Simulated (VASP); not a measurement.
# Lu (Im-3m) in VASP: further runs

Runs on Lu. Level: PBE. Tasks: single point.

All numbers are computed with VASP 6.6.1; they aren't measurements. Logs are shortened: lines on timing, memory, paths and dates and some standing lists are left out, and cuts for length are marked.

### Step 1. The cell of the first run

It takes space group Im-3m (No. 229, cubic). Conventional cell: a = 3.922 Å, b = 3.922 Å, c = 3.922 Å, α = 90.00°, β = 90.00°, γ = 90.00°. Within 4.5 Å of Lu (site symmetry m-3m) lie 14 Lu at 3.40 to 3.92 Å.

This isn't the form of Lu at room conditions, which is hcp.

### Step 2. Single point, PBE

INCAR reads:

```
PREC = Accurate
ENCUT = 520
EDIFF = 1E-6
ISMEAR = -1
SIGMA = 0.06122561905347299
LREAL = False
LASPH = True
NELM = 80
ALGO = Normal
ISIF = 2
LWAVE = False
LCHARG = False
GGA = PE
NBANDS = 18
```

KPOINTS reads:

```
regular mesh
0
Gamma
  20 20 20
```

POSCAR reads:

```
Lu
1.0
   -1.9611516079      1.9611516079      1.9611516079
    1.9611516079     -1.9611516079      1.9611516079
    1.9611516079      1.9611516079     -1.9611516079
Lu
1
Direct
    0.0000000000      0.0000000000      0.0000000000
```

Potentials or basis: VASP PAW PBE potentials, release 64 (Lu).

The run is started by

```
$ cat potpaw_PBE.64/Lu/POTCAR > POTCAR
$ mpirun -np 1 vasp_std > vasp.out
```

OUTCAR:

```text
PREC = Accurate
   ENCUT = 520
   EDIFF = 1E-6
   ISMEAR = -1
   LREAL = False
   LASPH = True
   NELM = 80
   ISIF = 2
   GGA = PE

 ion  position               nearest neighbor table
   1  0.000  0.000  0.000-

  LATTYP: Found a body centered cubic cell.
 ALAT       =     3.9223032158

  Lattice vectors:

 A1 = (  -1.9611516079,   1.9611516079,   1.9611516079)
 A2 = (   1.9611516079,  -1.9611516079,   1.9611516079)
 A3 = (   1.9611516079,   1.9611516079,  -1.9611516079)

Analysis of symmetry for initial positions (statically):
=====================================================================
 Subroutine PRICEL returns:
 Original cell was already a primitive cell.

 Routine SETGRP: Setting up the symmetry group for a
 body centered cubic supercell.

 Subroutine GETGRP returns: Found 48 space group operations
 (whereof 48 operations were pure point group operations)
 out of a pool of 48 trial point group operations.

The static configuration has the point symmetry O_h .

Analysis of symmetry for dynamics (positions and initial velocities):
=====================================================================
 Subroutine PRICEL returns:
 Original cell was already a primitive cell.

 Routine SETGRP: Setting up the symmetry group for a
 body centered cubic supercell.

 Subroutine GETGRP returns: Found 48 space group operations
 (whereof 48 operations were pure point group operations)
 out of a pool of 48 trial point group operations.

The dynamic configuration has the point symmetry O_h .

 Subroutine INISYM returns: Found 48 space group operations
 (whereof 48 operations are pure point group operations),
 and found     1 'primitive' translations

----------------------------------------------------------------------------------------

                                     Primitive cell

  volume of cell :      30.1713

  direct lattice vectors                    reciprocal lattice vectors
    -1.961151608  1.961151608  1.961151608     0.000000000  0.254952242  0.254952242
     1.961151608 -1.961151608  1.961151608     0.254952242  0.000000000  0.254952242
     1.961151608  1.961151608 -1.961151608     0.254952242  0.254952242  0.000000000

  length of vectors
     3.396814226  3.396814226  3.396814226     0.360556919  0.360556919  0.360556919

  position of ions in fractional coordinates (direct lattice)
     0.000000000  0.000000000  0.000000000

  ion indices of the primitive-cell ions
   primitive index   ion index
                 1           1

----------------------------------------------------------------------------------------

 KPOINTS: regular mesh

Automatic generation of k-mesh.
 Grid dimensions read from file:
 generate k-points for:   20   20   20

 Generating k-lattice:

  Cartesian coordinates                     Fractional coordinates (reciprocal lattice)
     0.000000000  0.012747612  0.012747612     0.050000000  0.000000000  0.000000000
     0.012747612  0.000000000  0.012747612     0.000000000  0.050000000  0.000000000
     0.012747612  0.012747612  0.000000000     0.000000000  0.000000000  0.050000000

  Length of vectors
     0.018027846  0.018027846  0.018027846

  Shift w.r.t. Gamma in fractional coordinates (k-lattice)
     0.000000000  0.000000000  0.000000000

 Subroutine IBZKPT returns following result:
 ===========================================

 Found    256 irreducible k-points:

 Following reciprocal coordinates:
            Coordinates               Weight
  0.000000  0.000000  0.000000      1.000000
  0.050000  0.000000  0.000000     12.000000
  0.100000  0.000000  0.000000     12.000000
  0.150000  0.000000  0.000000     12.000000
  0.200000  0.000000  0.000000     12.000000
  0.250000  0.000000  0.000000     12.000000
[... 16 lines left out ...]
  0.200000  0.100000  0.000000     48.000000
  0.250000  0.100000  0.000000     48.000000
 [... further k-points ...]
   k-points           NKPTS =    256   k-points in BZ     NKDIM =    256   number of bands    NBANDS=     18
   number of dos      NEDOS =    301   number of ions     NIONS =      1
   total plane-waves  NPLWV =  21952
   dimension x,y,z NGX =    28 NGY =   28 NGZ =   28
   dimension x,y,z NGXF=    56 NGYF=   56 NGZF=   56
   ions per type =               1
   NGX,Y,Z   is equivalent  to a cutoff of  13.70, 13.70, 13.70 a.u.
   NGXF,Y,Z  is equivalent  to a cutoff of  27.41, 27.41, 27.41 a.u.
 SYSTEM =  unknown system
   PREC   = accura    normal or accurate (medium, high low for compatibility)
   ISTART =      0    job   : 0-new  1-cont  2-samecut
   ICHARG =      2    charge: 1-file 2-atom 10-const
   ISPIN  =      1    spin polarized calculation?
   LNONCOLLINEAR =      F non collinear calculations
   LSORBIT =      F    spin-orbit coupling
   LASPH  =      T    aspherical Exc in radial PAW
   ENCUT  =  520.0 eV  38.22 Ry    6.18 a.u.   6.32  6.32  6.32*2*pi/ulx,y,z
   NELM   =     80;   NELMIN=  2; NELMDL= -5     # of ELM steps
   EDIFF  = 0.1E-05   stopping-criterion for ELM
   LREAL  =      F    real-space projection
   EDIFFG = 0.1E-04   stopping-criterion for IOM
   NSW    =      0    number of steps for IOM
   IBRION =     -1    ionic relax: 0-MD 1-quasi-New 2-CG
   NFREE  =      0    steps in history (QN), initial steepest desc. (CG)
   ISIF   =      2    stress and relaxation
   ISYM   =      2    0-nonsym 1-usesym 2-fastsym
   POTIM  = 0.5000    time-step for ionic-motion
   TEBEG  =    0.0;   TEEND  =   0.0 temperature during run
   PSTRESS=    0.0 pullay stress
   NELECT =      25.0000    total number of electrons
   NUPDOWN=      -1.0000    fix difference up-down
   EMIN   =  10.00;   EMAX   =-10.00  energy-range for DOS
   EFERMI =   0.00;   METHOD = LEGACY
   ISMEAR =    -1;   SIGMA  =   0.06  broadening in eV -4-tet -1-fermi 0-gaus
   EFERMI_NEDOS =   21; number of points for ismear=-14 and -15
   IALGO  =     38    algorithm
   IMIX   =      4    mixing-type and parameters
     AMIX     =   0.40;   BMIX     =  1.00
     AMIX_MAG =   1.60;   BMIX_MAG =  1.00
  volume/ion in A,a.u.               =      30.17       203.61
  Fermi-wavevector in a.u.,A,eV,Ry     =   1.537648  2.905734 32.169100  2.364362
  Thomas-Fermi vector in A             =   2.644128
   LORBIT       =      0    0 simple, 1 ext, 2 COOP (PROOUT), +10 PAW based schemes
   GGA     = PE    functional components
   LHFCALC =     F    Hartree Fock is set to
   AEXX    =    0.0000 exact exchange contribution
   IVDW    =     0    specifies the selected vdW correction
   LEPSILON=     F    determine dielectric tensor
   LRPA    =     F    only Hartree local field effects (RPA)
 non-spin polarized calculation
  energy-cutoff  :      520.00
  volume of cell :       30.17
 maximum number of plane-waves:       856
 NGX is ok and might be reduce to    28
   NGX = 13   NGY = 13   NGZ = 13

 number of electron      25.0000002 magnetization

 Free energy of the ion-electron system (eV)
  ---------------------------------------------------
  ext. energy  EPLUGINS =         0.00000000
  ---------------------------------------------------
  free energy    TOTEN  =        -4.39365067 eV

  energy without entropy =       -4.36502273  energy(sigma->0) =       -4.37933670

 E-fermi :   2.2320     XC(G=0): -10.5061

 val. band max:        2.2274788994   @ k =  -0.3500  -0.4000   0.0500
 cond. band min:       2.2333738583   @ k =   0.4000   0.2000   0.0000
 fundamental gap:      0.0058949589
 Fermi energy:         2.2320296976

 k-point     1 :       0.0000    0.0000    0.0000
  band No.  band energies     occupation
      1     -54.2500      2.00000
      2     -24.6871      2.00000
      3     -24.6871      2.00000
      4     -24.6871      2.00000
      5      -3.8302      2.00000
      6      -2.9922      2.00000
[... 10 lines left out ...]
     17       6.4811      0.00000
     18      13.7205      0.00000

 k-point     2 :       0.0500    0.0000    0.0000
  band No.  band energies     occupation
      1     -54.2493      2.00000
      2     -24.6984      2.00000
      3     -24.6907      2.00000
      4     -24.6871      2.00000
      5      -3.7594      2.00000
      6      -2.9916      2.00000
[... 10 lines left out ...]
     17       6.4803      0.00000
     18      13.8064      0.00000

 k-point     3 :       0.1000    0.0000    0.0000
  band No.  band energies     occupation
      1     -54.2474      2.00000
      2     -24.7310      2.00000
      3     -24.7013      2.00000
      4     -24.6872      2.00000
      5      -3.5502      2.00000
      6      -2.9899      2.00000
[... 10 lines left out ...]
     17       6.4820      0.00000
     18      13.9744      0.00000

 k-point     4 :       0.1500    0.0000    0.0000
  band No.  band energies     occupation
      1     -54.2444      2.00000
      2     -24.7812      2.00000
      3     -24.7176      2.00000
      4     -24.6873      2.00000
      5      -3.2127      2.00000
      6      -2.9875      2.00000
[... 10 lines left out ...]
     17       6.4964      0.00000
     18      14.1441      0.00000

 k-point     5 :       0.2000    0.0000    0.0000
  band No.  band energies     occupation
      1     -54.2406      2.00000
      2     -24.8436      2.00000
      3     -24.7381      2.00000
      4     -24.6873      2.00000
      5      -2.9850      2.00000
      6      -2.9746      2.00000
[... 10 lines left out ...]
     17       6.5359      0.00000
     18      14.0472      0.00000

 k-point     6 :       0.2500    0.0000    0.0000
  band No.  band energies     occupation
      1     -54.2364      2.00000
      2     -24.9119      2.00000
      3     -24.7607      2.00000
      4     -24.6874      2.00000
      5      -2.9830      2.00000
      6      -2.9664      2.00000
[... 307 lines left out ...]
 k-point    21 :       0.1000    0.1000    0.0000
  band No.  band energies     occupation
      1     -54.2427      2.00000
      2     -24.8086      2.00000
      3     -24.7168      2.00000
      4     -24.6977      2.00000
      5      -3.0180      2.00000
      6      -2.9855      2.00000
[... 10 lines left out ...]
     17       6.6237      0.00000
     18      14.4013      0.00000

 k-point    22 :       0.1500    0.1000    0.0000
  band No.  band energies     occupation
      1     -54.2391      2.00000
      2     -24.8648      2.00000
      3     -24.7363      2.00000
      4     -24.7008      2.00000
      5      -2.9825      2.00000
      6      -2.9719      2.00000
[... 10 lines left out ...]
     17       6.7350      0.00000
     18      14.1607      0.00000

 k-point    23 :       0.2000    0.1000    0.0000
  band No.  band energies     occupation
      1     -54.2351      2.00000
      2     -24.9251      2.00000
      3     -24.7610      2.00000
      4     -24.7021      2.00000
      5      -2.9799      2.00000
      6      -2.9649      2.00000
[... 10 lines left out ...]
     17       6.8432      0.00000
     18      13.2492      0.00000

 k-point    24 :       0.2500    0.1000    0.0000
  band No.  band energies     occupation
      1     -54.2311      2.00000
      2     -24.9840      2.00000
      3     -24.7868      2.00000
      4     -24.7029      2.00000
      5      -2.9785      2.00000
      6      -2.9591      2.00000
[... 10 lines left out ...]
     17       6.9429      0.00000
     18      12.2877      0.00000

 [... further k-points ...]

------------------------ aborting loop because EDIFF is reached ----------------------------------------

  FORCE on cell =-STRESS in cart. coord.  units (eV):
  Direction    XX          YY          ZZ          XY          YZ          ZX
  --------------------------------------------------------------------------------------
  -------------------------------------------------------------------------------------
  Total       -0.1212154     -0.1212154     -0.1212154      0.0000000      0.0000000      0.0000000
  in kB       -6.4368748     -6.4368748     -6.4368748      0.0000000      0.0000000      0.0000000
  external PRESSURE =      -6.4368748 kB  Pullay stress =       0.0000000 kB

 VOLUME and BASIS-vectors are now :
 -----------------------------------------------------------------------------
  energy-cutoff  :      520.00
  volume of cell :       30.17
      direct lattice vectors                 reciprocal lattice vectors
    -1.961151608  1.961151608  1.961151608     0.000000000  0.254952242  0.254952242
     1.961151608 -1.961151608  1.961151608     0.254952242  0.000000000  0.254952242
     1.961151608  1.961151608 -1.961151608     0.254952242  0.254952242  0.000000000

 POSITION                                       TOTAL-FORCE (eV/Angst)
 -----------------------------------------------------------------------------------
      0.00000      0.00000      0.00000         0.000000      0.000000      0.000000
 -----------------------------------------------------------------------------------
    total drift:                                0.000000     -0.000000     -0.000000

  FREE ENERGIE OF THE ION-ELECTRON SYSTEM (eV)
  ---------------------------------------------------
  free  energy   TOTEN  =        -4.3936506661 eV

  energy  without entropy=       -4.3650227267  energy(sigma->0) =       -4.37933670
```

Wall time 2 min (1 thread of Intel Xeon Platinum 8259CL at 2.50GHz (Skylake/Cascade Lake), shared host); peak memory 0.28 GiB.

Results:

```yaml
Free_energy: -4.3937 eV
Pressure: -0.6 GPa
Band_gap_on_the_k_mesh: zero (an odd number of electrons rules out a gap without spin polarisation)
```

Levels at points of the mesh, in eV from the Fermi level:
| k point | band 9 | band 10 | band 11 | band 12 | band 13 | band 14 | band 15 | band 16 |
| --- | --- | --- | --- | --- | --- | --- | --- | --- |
| (0.00, 0.00, 0.00) | -5.14 | -5.14 | -5.14 | -5.12 | 2.09 | 2.09 | 2.09 | 4.25 |
| (0.50, 0.00, 0.00) | -5.15 | -5.14 | -5.13 | -2.48 | 0.39 | 0.40 | 4.00 | 4.96 |
| (0.50, 0.50, 0.50) | -5.14 | -5.14 | -5.14 | -1.43 | -1.43 | 5.50 | 5.50 | 5.50 |

Caveat: spin-orbit coupling is left out, which moves the levels of the heavy elements.

(Continued in part 2 of 2.)
